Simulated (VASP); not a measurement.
# Pd: relaxation of cell and atoms with PBE+D3(BJ)

The system is Pd.

```
Pd
1.0
    -1.54319    1.54319    1.54319
     1.54319   -1.54319    1.54319
     1.54319    1.54319   -1.54319
Pd
1
Cartesian
  0.0000 0.0000 0.0000
```

```
Program                : VASP 6.6.1
Task                   : relaxation of cell and atoms
Functional             : PBE
Dispersion             : D3(BJ)
Potentials or basis    : VASP PAW PBE potentials, release 64 (Pd)
Cutoff                 : 500 eV
k mesh                 : 18 × 18 × 18
Occupations            : gaussian, width 0.1 eV
Spin                   : no spin polarisation
Dipole correction      : no
Further INCAR settings : ALGO = Normal; EDIFF = 1e-07; IBRION = 2; EDIFFG = -0.002; NSW = 100; ISIF = 3
```

```
Relaxed volume                         : 14.80 Å³/atom
Relaxed cell                           : a = 2.679 Å, b = 2.679 Å, c = 2.679 Å, α = 109.47°, β = 109.47°, γ = 109.47°
Space group after relaxing (to 0.05 Å) : Im-3m (No. 229)
Energy gained by relaxing              : 0.4 meV/atom
Ionic steps                            : 10
Pressure after relaxing                : 0.0 GPa
Band gap on the k mesh                 : zero (band 5 reaches 10.34 eV, above the bottom of band 6 at 8.67 eV)
Dispersion energy per atom             : -0.665 eV
```

Step by step:
| step | energy change (eV) | largest force (eV/Å) | pressure (GPa) | volume (Å³) |
| --- | --- | --- | --- | --- |
| 1 | 0.0000 | 0.0000 | 1.26 | 14.70 |
| 2 | 0.0005 | 0.0000 | -1.86 | 14.95 |
| 3 | -0.0004 | 0.0000 | -0.05 | 14.80 |
| 4 | -0.0004 | 0.0000 | 0.06 | 14.79 |
| 5 | -0.0004 | 0.0000 | 0.05 | 14.79 |
| 6 | -0.0004 | 0.0000 | 0.03 | 14.79 |
| 7 | -0.0004 | 0.0000 | 0.03 | 14.79 |
| 8 | -0.0004 | 0.0000 | 0.03 | 14.79 |
| 9 | -0.0004 | 0.0000 | 0.03 | 14.80 |
| 10 | -0.0004 | 0.0000 | 0.02 | 14.80 |

Final structure:
```cif
data_structure
_symmetry_space_group_name_H-M 'P 1'
_symmetry_Int_Tables_number 1
_cell_length_a 2.6787
_cell_length_b 2.6787
_cell_length_c 2.6787
_cell_angle_alpha 109.471
_cell_angle_beta 109.471
_cell_angle_gamma 109.471
_cell_volume 14.80
loop_
_atom_site_label
_atom_site_type_symbol
_atom_site_fract_x
_atom_site_fract_y
_atom_site_fract_z
_atom_site_occupancy
Pd1 Pd 0.00000 0.00000 0.00000 1
```

Levels at points of the mesh, in eV from the Fermi level:
| k point | band 3 | band 4 | band 5 | band 6 | band 7 | band 8 |
| --- | --- | --- | --- | --- | --- | --- |
| (0.00, 0.00, 0.00) | -2.95 | -2.95 | -0.96 | -0.96 | 19.39 | 19.39 |
| (0.50, 0.00, 0.00) | -1.03 | -0.72 | 0.61 | 1.41 | 7.94 | 15.15 |
| (0.50, 0.50, 0.50) | 0.22 | 0.22 | 0.22 | 9.25 | 9.25 | 9.25 |

Run time: 65 s on 1 thread of Intel(R) Xeon(R) Platinum 8488C (Sapphire Rapids), with other jobs on the host, peak memory 0.16 GiB.

Caveat: pairwise dispersion overbinds metals, which lowers pressure and volume.
